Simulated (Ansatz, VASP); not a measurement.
# One calculation of Ni, two programs

```
CELL_PARAMETERS angstrom
-1.38372 1.38372 1.38372
1.38372 -1.38372 1.38372
1.38372 1.38372 -1.38372
ATOMIC_POSITIONS crystal
Ni 0.00000 0.00000 0.00000
```

Alike in both runs: task relaxation of cell and atoms; functional PBE; k mesh 22 × 22 × 22; occupations gaussian, width 0.1 eV; collinear spin.

|  | VASP | Ansatz |
| --- | --- | --- |
| version | VASP 6.6.1 | Ansatz 0.2.0 |
| potentials or method | VASP PAW PBE potentials, release 64 (Ni), cutoff 600 eV | scalar-relativistic, plane waves, PAW |
| valence electrons in the cell | 10 | 18 |

```csv
,VASP,Ansatz,Ansatz less VASP
"gap on the k mesh at the Fermi level, each at its own relaxed structure (eV)",none,none,-
net moment per atom (μB),0.54,0.55,+0.009
size of the moment on the site where the two differ most (μB),0.55,0.58,+0.031
relaxed volume (Å³/atom),10.97,10.98,+0.009
relaxed length of the cell vector where the two differ most in proportion (Å),2.425,2.425,+0.0007
```

Site moments also hang on the region over which each program counts them. A gap of «none» marks a metal or a gap that the smearing closes. VASP's potentials hold 10 valence electrons a cell and Ansatz's 18, so a difference there can come from the potentials and not from the codes.
